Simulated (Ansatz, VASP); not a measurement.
Ti: VASP beside Ansatz

```
Ti
1.0
     0.00000    2.03000    2.03000
     2.03000    0.00000    2.03000
     2.03000    2.03000    0.00000
Ti
1
Direct
  0.00000 0.00000 0.00000
```

Alike in both runs: task relaxation of cell and atoms; functional LDA; k mesh 24 × 24 × 24; occupations fermi-dirac, width 0.1 eV; no spin polarisation.

|  | VASP | Ansatz |
| --- | --- | --- |
| version | VASP 6.6.1 | Ansatz 0.2.0 |
| potentials or method | VASP PAW LDA potentials, release 64 (Ti_sv) | PAW with Ansatz's default frozen-core files, scalar-relativistic |
| plane-wave cutoff (eV) | 600 | 420 |
| valence electrons in the cell | 12 | 12 |

```tsv
	VASP	Ansatz	Ansatz less VASP
relaxed volume (Å³/atom)	16.04	16.06	+0.024
relaxed cell length with the largest relative difference (Å)	2.831	2.832	+0.0014
```

LDA's correlation is that of Perdew and Zunger in VASP and of Perdew and Wang (1992) in Ansatz.
